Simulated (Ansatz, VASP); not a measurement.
## GaN: VASP beside Ansatz

INCAR

```
SYSTEM = GaN
PREC = Accurate ; ENCUT = 600
EDIFF = 1E-7 ; ISMEAR = 0
SIGMA = 0.1 ; LREAL = .FALSE.
LASPH = .TRUE. ; NELM = 80
ALGO = Normal ; ISIF = 3
LWAVE = .FALSE. ; LCHARG = .FALSE.
GGA = PE ; IBRION = 2
NSW = 100 ; EDIFFG = -0.01
```

File KPOINTS:

```
regular mesh
0
G
  24 24 20
  0 0 0
```

POSCAR

```
GaN
1.0
    2.9966507173      0.0000000000      0.0000000000
   -1.4983253587      2.5951756475      0.0000000000
    0.0000000000      0.0000000000      2.6770823439
Ga N
1 1
Direct
    0.0000000000      0.0000000000      0.5000000000
    0.6666666667      0.3333333333      0.0000000000
```

Input for Ansatz:

```yaml
crystal:
  lattice:
    - [2.9966507173, 0.0, 0.0]
    - [-1.4983253587, 2.5951756475, 0.0]
    - [0.0, 0.0, 2.6770823439]
  atoms:
    - { symbol: Ga, position: [0.0, 0.0, 0.5] }
    - { symbol: "N", position: [0.6666666667, 0.3333333333, 0.0] }
basis:
  ecutwfc: 420
kpoints:
  mp_grid: { grid: [24, 24, 20] }
hamiltonian:
  xc: pbe
scf:
  occupations: { method: gaussian, width: 0.1 }
output:
  forces: true
  stress: true
  eigenvalues: true
  write_density: true
  write_potential: true
  elf: true
  volumetric_format: npy
relax:
  adjacent_minimum: "off"
  f_tol: 0.01
  max_steps: 80
  cell: { stress_tol: 0.05 }
```

Change from the starting cell: species swapped into the AgPd type (P-6m2, No. 187).

Alike in both runs: task relaxation of cell and atoms; functional PBE; k mesh 24 × 24 × 20; occupations gaussian, width 0.1 eV; no spin polarisation.

```csv
,VASP,Ansatz
version,VASP 6.6.1,Ansatz 0.2.0
potentials or method,"VASP PAW PBE potentials, release 64 (Ga_d, N), cutoff 600 eV","scalar-relativistic, plane waves, PAW"
valence electrons in the cell,18,18
```

|  | VASP | Ansatz | Ansatz less VASP |
| --- | --- | --- | --- |
| gap on the k mesh at the Fermi level, each at its own relaxed structure (eV) | none | none | - |
| relaxed volume (Å³/atom) | 10.35 | 10.32 | -0.029 |
| relaxed length of the cell vector where the two differ most in proportion (Å) | 2.686 | 2.683 | -0.0029 |

A gap of «none» marks a metal or a gap that the smearing closes.
